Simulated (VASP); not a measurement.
# SnSe (I4/mmm) in VASP: a series of runs, part 2 of 2

VASP 6.6.1. The steps go on from the part before.

## 3. Single point, LDA (strain -0.0100 x Voigt [0, 0, 1, 0, 0, 0])

Input file INCAR:

```
ALGO = Normal
EDIFF = 1E-6
ENCUT = 520
GGA = CA
ISIF = 2
ISMEAR = 0
LASPH = True
LCHARG = True
LELF = True
LREAL = False
LVHAR = True
LWAVE = False
NBANDS = 17
NELM = 80
PREC = Accurate
SIGMA = 0.05
```

Input file KPOINTS:

```
k-points
0
Gamma
  8 8 8
```

Input file POSCAR:

```
SnSe
1.0
    0.0000000000      3.0100000000      2.9799000000
    3.0100000000      0.0000000000      2.9799000000
    3.0100000000      3.0100000000      0.0000000000
Sn Se
1 1
Direct
    0.0000000000      0.0000000000      0.0000000000
    0.5000000000      0.5000000000      0.5000000000
```

Potentials or basis: VASP PAW LDA potentials, release 64 (Sn_d, Se).

Started as:

```console
$ cat potpaw_LDA.64/Sn_d/POTCAR potpaw_LDA.64/Se/POTCAR > POTCAR
$ mpirun -np 1 vasp_std > vasp.out
```

Wall time 37 s (1 thread of Intel Xeon Platinum 8488C (Sapphire Rapids), shared host); peak memory 0.18 GiB.

The run converged. Its results:

| Quantity | Value |
| --- | --- |
| Free energy | -9.4838 eV |
| Pressure | -2.8 GPa |
| Band gap on the k mesh | 0.68 eV, direct |

Stress tensor (GPa, compression positive):
```
-3.17  0.00  0.00
 0.00 -3.17  0.00
 0.00  0.00 -2.00
```

Levels at points of the mesh, in eV from the valence-band top:
| k point | band 8 | band 9 | band 10 | band 11 | band 12 | band 13 |
| --- | --- | --- | --- | --- | --- | --- |
| (0.00, 0.00, 0.00) | -2.16 | -2.06 | -2.06 | 4.28 | 4.28 | 4.52 |
| (0.50, 0.00, 0.00) | -1.84 | -1.82 | 0.00 | 0.67 | 1.26 | 1.31 |
| (0.50, 0.50, 0.00) | -5.45 | -3.58 | -3.58 | 3.04 | 5.38 | 5.38 |
| (0.50, 0.00, 0.50) | -5.43 | -3.62 | -3.50 | 3.07 | 5.31 | 5.56 |

Caveat: the cell differs from its parent crystal (strain -0.0100 x Voigt [0, 0, 1, 0, 0, 0]); spin-orbit coupling is left out, which moves the levels of the heavy elements.

## 4. Single point, LDA (strain +0.0100 x Voigt [0, 0, 1, 0, 0, 0])

Input file INCAR:

```
SYSTEM = SnSe
PREC = Accurate
ENCUT = 520
EDIFF = 1E-7
ISMEAR = 0
SIGMA = 0.05
LREAL = .False.
LASPH = .True.
NELM = 60
ALGO = Normal
ISIF = 2
LWAVE = .False.
LCHARG = .True.
GGA = CA
LELF = .True.
LVHAR = .True.
NBANDS = 17
```

Input file KPOINTS:

```
Automatic mesh
0
Gamma
  8 8 8
  0 0 0
```

Input file POSCAR:

```
SnSe
1.0
    0.0000000000      3.0100000000      3.0401000000
    3.0100000000      0.0000000000      3.0401000000
    3.0100000000      3.0100000000      0.0000000000
Sn Se
1 1
Direct
    0.0000000000      0.0000000000      0.0000000000
    0.5000000000      0.5000000000      0.5000000000
```

Potentials or basis: VASP PAW LDA potentials, release 64 (Sn_d, Se).

Started as:

```console
$ cat potpaw_LDA.64/Sn_d/POTCAR potpaw_LDA.64/Se/POTCAR > POTCAR
$ mpirun -np 1 vasp_std > vasp.out
```

OUTCAR:

```text
SYSTEM = SnSe
   PREC = Accurate
   ENCUT = 520
   EDIFF = 1E-7
   ISMEAR = 0
   LREAL = .False.
   LASPH = .True.
   NELM = 60
   ISIF = 2
   GGA = CA

 ion  position               nearest neighbor table
   1  0.000  0.000  0.000-   2 3.01   2 3.01   2 3.01   2 3.01   2 3.04   2 3.04
   2  0.500  0.500  0.500-   1 3.01   1 3.01   1 3.01   1 3.01   1 3.04   1 3.04

  LATTYP: Found a body centered tetragonal cell.
 ALAT       =     4.2567828227
 C/A-ratio  =     1.4283556980

  Lattice vectors:

 A1 = (  -3.0100000000,   0.0000000000,   3.0401000000)
[... 667 lines left out ...]

  FORCE on cell =-STRESS in cart. coord.  units (eV):
  Direction    XX          YY          ZZ          XY          YZ          ZX
  --------------------------------------------------------------------------------------
  -------------------------------------------------------------------------------------
  Total       -1.1635862     -1.1635862     -1.5139423      0.0000000     -0.0000000     -0.0000000
  in kB      -33.8421768    -33.8421768    -44.0320642      0.0000000     -0.0000000     -0.0000000
  external PRESSURE =     -37.2388059 kB  Pullay stress =       0.0000000 kB

 VOLUME and BASIS-vectors are now :
 -----------------------------------------------------------------------------
  energy-cutoff  :      520.00
  volume of cell :       55.09
      direct lattice vectors                 reciprocal lattice vectors
     0.000000000  3.010000000  3.040100000    -0.166112957  0.166112957  0.164468274
     3.010000000  0.000000000  3.040100000     0.166112957 -0.166112957  0.164468274
     3.010000000  3.010000000  0.000000000     0.166112957  0.166112957 -0.164468274

 POSITION                                       TOTAL-FORCE (eV/Angst)
 -----------------------------------------------------------------------------------
      0.00000      0.00000      0.00000         0.000000     -0.000000      0.000000
      3.01000      3.01000      3.04010        -0.000000      0.000000     -0.000000
 -----------------------------------------------------------------------------------
    total drift:                                0.000000     -0.000000     -0.000000

  FREE ENERGIE OF THE ION-ELECTRON SYSTEM (eV)
  ---------------------------------------------------
  free  energy   TOTEN  =        -9.4618595792 eV

  energy  without entropy=       -9.4618595792  energy(sigma->0) =       -9.46185958
```

stdout:

```text
POSCAR found type information on POSCAR SnSe
 POSCAR found :  2 types and       2 ions
 scaLAPACK will be used
 LDA part: xc-table for (Slater(with rela. corr.)+CA(PZ))
 , standard interpolation
 POSCAR, INCAR and KPOINTS ok, starting setup
 FFT: planning ... GRIDC
 FFT: planning ... GRID_SOFT
 FFT: planning ... GRID
 WAVECAR not read
 entering main loop
```

Wall time 38 s (1 thread of Intel Xeon Platinum 8488C (Sapphire Rapids), shared host); peak memory 0.19 GiB.

What came out:

```
Free energy            : -9.4619 eV
Pressure               : -3.7 GPa
Band gap on the k mesh : 0.59 eV, direct
```

Levels at points of the mesh, in eV from the valence-band top:
```
           k point  band 7  band 8  band 9  band 10  band 11  band 12  band 13  band 14
(0.00, 0.00, 0.00)   -5.12   -2.08   -2.08    -1.98     4.12     4.35     4.35     5.92
(0.50, 0.00, 0.00)   -7.96   -1.80   -1.78     0.00     0.59     1.26     1.31     8.22
(0.50, 0.50, 0.00)   -5.99   -5.30   -3.47    -3.47     3.13     5.33     5.33     5.82
(0.50, 0.00, 0.50)   -6.03   -5.32   -3.55    -3.44     3.10     5.16     5.39     5.95
```

Caveat: the cell differs from its parent crystal (strain +0.0100 x Voigt [0, 0, 1, 0, 0, 0]); spin-orbit coupling is left out, which moves the levels of the heavy elements. A k mesh can miss the band edges.

## 5. Single point, LDA (strain +0.0200 x Voigt [0, 0, 1, 0, 0, 0])

Input file INCAR:

```
  PREC = Accurate
  ENCUT = 520
  EDIFF = 1E-7
  ISMEAR = 0
  SIGMA = 0.05
  LREAL = False
  LASPH = True
  NELM = 80
  ALGO = Normal
  ISIF = 2
  LWAVE = False
  LCHARG = True
  LELF = True
  LVHAR = True
  NBANDS = 17
```

Input file KPOINTS:

```
regular mesh
0
Gamma
  8 8 8
```

Input file POSCAR:

```
SnSe
1.0
    0.0000000000      3.0100000000      3.0702000000
    3.0100000000      0.0000000000      3.0702000000
    3.0100000000      3.0100000000      0.0000000000
Sn Se
1 1
Direct
    0.0000000000      0.0000000000      0.0000000000
    0.5000000000      0.5000000000      0.5000000000
```

Started as:

```console
$ cat potpaw_LDA.64/Sn_d/POTCAR potpaw_LDA.64/Se/POTCAR > POTCAR
$ mpirun -np 1 vasp_std > vasp.out
```

It took 33 s on 1 thread of Intel Xeon Platinum 8488C (Sapphire Rapids), shared host; peak memory 0.18 GiB.

The run converged. Its results:

- Free energy: -9.4453 eV
- Pressure: -4.1 GPa
- Band gap on the k mesh: 0.56 eV, direct

Stress tensor (GPa, compression positive):
```
-3.47  0.00  0.00
 0.00 -3.47  0.00
 0.00  0.00 -5.37
```

Levels at points of the mesh, in eV from the valence-band top:
```tsv
k point	band 6	band 7	band 8	band 9	band 10	band 11	band 12	band 13	band 14	band 15
(0.00, 0.00, 0.00)	-13.65	-5.16	-2.09	-2.09	-1.90	3.94	4.39	4.39	5.88	6.02
(0.50, 0.00, 0.00)	-12.76	-7.92	-1.79	-1.75	0.00	0.56	1.24	1.34	8.19	10.04
(0.50, 0.50, 0.00)	-12.55	-5.96	-5.22	-3.42	-3.42	3.18	5.30	5.30	5.67	10.55
(0.50, 0.00, 0.50)	-12.47	-6.04	-5.27	-3.57	-3.35	3.12	4.97	5.43	5.93	10.48
```

Caveat: the cell differs from its parent crystal (strain +0.0200 x Voigt [0, 0, 1, 0, 0, 0]); spin-orbit coupling is left out, which moves the levels of the heavy elements. A k mesh can miss the band edges.

## 6. Single point, LDA (strain +0.0300 x Voigt [0, 0, 1, 0, 0, 0])

Input file INCAR:

```
SYSTEM = SnSe
ALGO = Normal
EDIFF = 1E-7
ENCUT = 520
GGA = CA
ISIF = 2
ISMEAR = 0
LASPH = .True.
LCHARG = .False.
LREAL = .False.
LWAVE = .False.
NBANDS = 17
NELM = 60
PREC = Accurate
SIGMA = 0.05
```

Input file KPOINTS:

```
k-points
0
Gamma
  8 8 8
  0 0 0
```

Input file POSCAR:

```
SnSe
1.0
    0.0000000000      3.0100000000      3.1003000000
    3.0100000000      0.0000000000      3.1003000000
    3.0100000000      3.0100000000      0.0000000000
Sn Se
1 1
Direct
    0.0000000000      0.0000000000      0.0000000000
    0.5000000000      0.5000000000      0.5000000000
```

Potentials or basis: VASP PAW LDA potentials, release 64 (Sn_d, Se).

Started as:

```console
$ cat potpaw_LDA.64/Sn_d/POTCAR potpaw_LDA.64/Se/POTCAR > POTCAR
$ mpirun -np 1 vasp_std > vasp.out
```

It took 29 s on 1 thread of Intel Xeon Platinum 8488C (Sapphire Rapids), shared host; peak memory 0.18 GiB.

The run converged. Its results:

* Free energy: -9.4257 eV
* Pressure: -4.4 GPa
* Band gap on the k mesh: 0.53 eV, direct

Stress tensor (GPa, compression positive):
```
-3.56  0.00  0.00
 0.00 -3.56  0.00
 0.00  0.00 -6.20
```

Levels at points of the mesh, in eV from the valence-band top:
| k point | band 7 | band 8 | band 9 | band 10 | band 11 | band 12 | band 13 | band 14 |
| --- | --- | --- | --- | --- | --- | --- | --- | --- |
| (0.00, 0.00, 0.00) | -5.19 | -2.09 | -2.09 | -1.82 | 3.76 | 4.42 | 4.42 | 5.84 |
| (0.50, 0.00, 0.00) | -7.88 | -1.78 | -1.72 | 0.00 | 0.53 | 1.23 | 1.36 | 8.16 |
| (0.50, 0.50, 0.00) | -5.94 | -5.15 | -3.36 | -3.36 | 3.23 | 5.28 | 5.28 | 5.52 |
| (0.50, 0.00, 0.50) | -6.05 | -5.21 | -3.59 | -3.26 | 3.14 | 4.79 | 5.47 | 5.91 |

Caveat: the cell differs from its parent crystal (strain +0.0300 x Voigt [0, 0, 1, 0, 0, 0]); spin-orbit coupling is left out, which moves the levels of the heavy elements. A k mesh can miss the band edges.

## 7. The runs side by side

```tsv
cell	gap on the mesh (eV)	pressure (GPa)
a = 4.214, b = 4.214, c = 4.257 Å, angles 59.7, 59.7, 60.7°, 2 atoms	0.72	-2.2
a = 4.236, b = 4.236, c = 4.257 Å, angles 59.8, 59.8, 60.3°, 2 atoms	0.68	-2.8
a = 4.278, b = 4.278, c = 4.257 Å, angles 60.2, 60.2, 59.7°, 2 atoms	0.59	-3.7
a = 4.300, b = 4.300, c = 4.257 Å, angles 60.3, 60.3, 59.3°, 2 atoms	0.56	-4.1
a = 4.321, b = 4.321, c = 4.257 Å, angles 60.5, 60.5, 59.0°, 2 atoms	0.53	-4.4
```

Alike in all rows: task single point; level LDA; potentials or basis VASP PAW LDA potentials, release 64 (Sn_d, Se); no spin polarisation; k mesh 8 × 8 × 8; cutoff (eV) 520; smearing gaussian 0.05 eV.

Caveats: spin-orbit coupling is left out, which moves the levels of the heavy elements.

Absolute energies hang on the potentials; compare differences alone.
